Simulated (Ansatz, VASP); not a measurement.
## Two plane-wave programs on Si2As

```
CELL_PARAMETERS angstrom
0.00000 4.16936 0.00000
4.16936 0.00000 0.00000
2.08468 2.08468 -7.05459
ATOMIC_POSITIONS crystal
Si 0.50000 0.00000 0.00000
Si 0.00000 0.50000 0.00000
Si 0.40386 0.40386 0.19227
Si 0.59614 0.59614 0.80773
As 0.24067 0.24067 0.51866
As 0.75933 0.75933 0.48134
```

Alike in both runs: functional r2SCAN; k mesh 7 × 7 × 7; no spin polarisation.

Ansatz relaxed the structure, and its values are those at the end. VASP's run is a single point on that final structure, the one shown.

```csv
,VASP,Ansatz
version,VASP 6.6.1,Ansatz 0.2.0
potentials or method,"VASP PAW PBE potentials, release 64 (Si, As), cutoff 520 eV",PAW plane waves
occupations,"fermi-dirac, width 0.1 eV",fermi-dirac
valence electrons in the cell,26,46
```

|  | VASP | Ansatz | Ansatz less VASP |
| --- | --- | --- | --- |
| pressure (GPa) | -2.4 | -2.3 | +0.04 |

VASP's potentials were made for PBE, not for r2SCAN. VASP's potentials hold 26 valence electrons a cell and Ansatz's 46, so a difference there can come from the potentials and not from the codes. Ansatz's warnings: stress scf threshold loose.
